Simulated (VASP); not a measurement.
A run of VASP 6.6.1:

The input INCAR:

```
PREC     = Accurate       # precision mode
ENCUT    = 520            # plane-wave cutoff, eV
EDIFF    = 1E-6           # SCF threshold, eV
ISMEAR   = 0              # smearing method
SIGMA    = 0.1            # smearing width, eV
LREAL    = F              # projectors in reciprocal space
LASPH    = T              # aspherical terms in the spheres
NELM     = 60             # most SCF steps
ALGO     = Normal         # electronic algorithm
ISIF     = 2              # what is computed and relaxed
LWAVE    = F              # write WAVECAR
LCHARG   = T              # write CHGCAR
GGA      = PS             # functional
LELF     = T              # ELF
LVHAR    = T            
NBANDS   = 16             # bands
```

File KPOINTS:

```
Automatic mesh
0
Gamma
  6 6 6
```

The input POSCAR:

```
TiO
1.0
    3.0309987015      0.0000000000      0.0000000000
   -1.5154993507      2.6249218743      0.0000000000
    0.0000000000      0.0000000000      3.2377000000
Ti O
1 1
Direct
    0.6666666667      0.3333333333      0.0000000000
    0.0000000000      0.0000000000      0.5000000000
```

Potentials or basis: VASP PAW PBE potentials, release 64 (Ti_sv, O).

Command:

```bash
$ cat potpaw_PBE.64/Ti_sv/POTCAR potpaw_PBE.64/O/POTCAR > POTCAR
$ mpirun -np 1 vasp_std > vasp.out
```

Hardware: 1 thread of Intel(R) Xeon(R) 6975P-C (Granite Rapids), on a shared host.

Question: Estimate the wall time of this run.

Answer: Wall time 4.7 s on 1 thread of Intel(R) Xeon(R) 6975P-C (Granite Rapids), on a shared host, peak memory 0.13 GiB. Counts: scf iterations 14, k points 28.
